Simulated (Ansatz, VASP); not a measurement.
One calculation of SbS2, two programs

```
Sb S
1.0
     5.99017    0.00000    0.00000
     0.00000    6.22084    0.00000
     0.00000    0.00000    4.05793
Sb S
2 4
Direct
  0.50000 0.50000 0.50000
  0.00000 0.00000 0.00000
  0.21661 0.82875 0.50000
  0.71661 0.67125 0.00000
  0.78339 0.17125 0.50000
  0.28339 0.32875 0.00000
```

Alike in both runs: functional PBE; k mesh 6 × 6 × 10; occupations gaussian, width 0.1 eV; no spin polarisation.

Ansatz relaxed the structure, and its values are those at the end. VASP's run is a single point on that final structure, the one shown.

|  | VASP | Ansatz |
| --- | --- | --- |
| version | VASP 6.6.1 | Ansatz 0.2.0 |
| potentials or method | VASP PAW PBE potentials, release 64 (Sb, S), cutoff 520 eV | scalar-relativistic, plane waves, PAW |
| valence electrons in the cell | 34 | 54 |

Ansatz gave:

| Item | Value |
| --- | --- |
| gap on the k mesh at the Fermi level (eV) | none |
| pressure (GPa) | 0.0 |
| rms of the force components (eV/Å) | 0.002 |

**Question.** Which values does VASP return?

**Answer.** gap on the k mesh at the Fermi level (eV): none; pressure (GPa): -0.2; rms of the force components (eV/Å): 0.003.

A gap of «none» marks a metal or a gap that the smearing closes. The functional is the same, so the differences come from potentials, cutoffs and numerics. VASP's potentials hold 34 valence electrons a cell and Ansatz's 54, so a difference there can come from the potentials and not from the codes.

Neither program's run includes spin-orbit coupling.
